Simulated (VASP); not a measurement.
## Ga7P8 (a cell with a defect): single point with PBE

The system is Ga7P8 (a cell with a defect).

```
Ga P
1.0
     3.88456    6.72826    0.00000
     7.76913    0.00000    0.00000
     3.88456    2.24275   -6.43505
Ga P
7 8
Direct
  0.43561 0.93833 0.68798
  0.93833 0.43561 0.68798
  0.93824 0.93824 0.68801
  0.45117 0.45117 0.64722
  0.56306 0.06829 0.29997
  0.06829 0.56306 0.29997
  0.06843 0.06843 0.30000
  0.05680 0.05680 0.82979
  0.05488 0.55871 0.82791
  0.55871 0.05488 0.82791
  0.55892 0.55892 0.82792
  0.94208 0.94208 0.17361
  0.93904 0.44725 0.16614
  0.44725 0.93904 0.16614
  0.44699 0.44699 0.16608
```

```
Program                : VASP 6.6.1
Task                   : single point
Functional             : PBE
Potentials or basis    : VASP PAW PBE potentials, release 64 (Ga_d, P)
Cutoff                 : 520 eV
k mesh                 : 6 × 6 × 4
Occupations            : gaussian, width 0.05 eV
Spin                   : no spin polarisation
Dipole correction      : no
Further INCAR settings : LREAL = Auto; ALGO = Normal; EDIFF = 1e-07; NBANDS = 78
```

* Pressure: -1.6 GPa
* Largest force: 0.522 eV/Å
* Band gap on the k mesh: zero (an odd number of electrons rules out a gap without spin polarisation)

Forces on the atoms (eV/Å):
```
Ga  -0.001 -0.008  0.051
Ga  -0.008  0.003  0.051
Ga   0.007  0.004  0.051
Ga   0.002  0.001 -0.522
Ga   0.001 -0.015  0.046
Ga  -0.012  0.009  0.046
Ga   0.013  0.008  0.046
P    0.001  0.001 -0.026
P    0.000 -0.024 -0.001
P   -0.021  0.012 -0.001
P    0.016  0.009 -0.001
P   -0.002 -0.001  0.061
P    0.000 -0.013  0.065
P   -0.011  0.006  0.065
P    0.013  0.007  0.068
```

Stress tensor (GPa, compression positive):
```
-1.09 -0.01 -0.02
-0.01 -1.08 -0.01
-0.02 -0.01 -2.60
```

Levels at points of the mesh, in eV from the Fermi level:
| k point | band 61 | band 62 | band 63 | band 64 | band 65 | band 66 | band 67 | band 68 | band 69 | band 70 |
| --- | --- | --- | --- | --- | --- | --- | --- | --- | --- | --- |
| (0.00, 0.00, 0.00) | -0.66 | -0.42 | -0.42 | -0.29 | 0.54 | 0.55 | 0.56 | 0.94 | 1.15 | 1.15 |
| (0.50, 0.00, 0.00) | -1.41 | -0.94 | -0.83 | -0.65 | -0.57 | 0.21 | 0.42 | 1.60 | 1.75 | 1.80 |
| (0.50, 0.50, 0.00) | -1.88 | -1.35 | -1.18 | -1.00 | -0.91 | -0.02 | 0.10 | 1.84 | 1.96 | 2.46 |
| (0.00, 0.00, 0.50) | -1.55 | -1.54 | -1.07 | -1.06 | -1.06 | 0.43 | 0.43 | 1.40 | 1.88 | 1.88 |
| (0.50, 0.00, 0.50) | -1.88 | -1.35 | -1.18 | -1.00 | -0.91 | -0.02 | 0.10 | 1.83 | 1.96 | 2.46 |
| (0.50, 0.50, 0.50) | -1.40 | -0.94 | -0.83 | -0.66 | -0.57 | 0.20 | 0.42 | 1.59 | 1.75 | 1.79 |

Wall time 28 min on 1 thread of Intel(R) Xeon(R) 6975P-C (Granite Rapids) (shared host), peak memory 0.94 GiB.
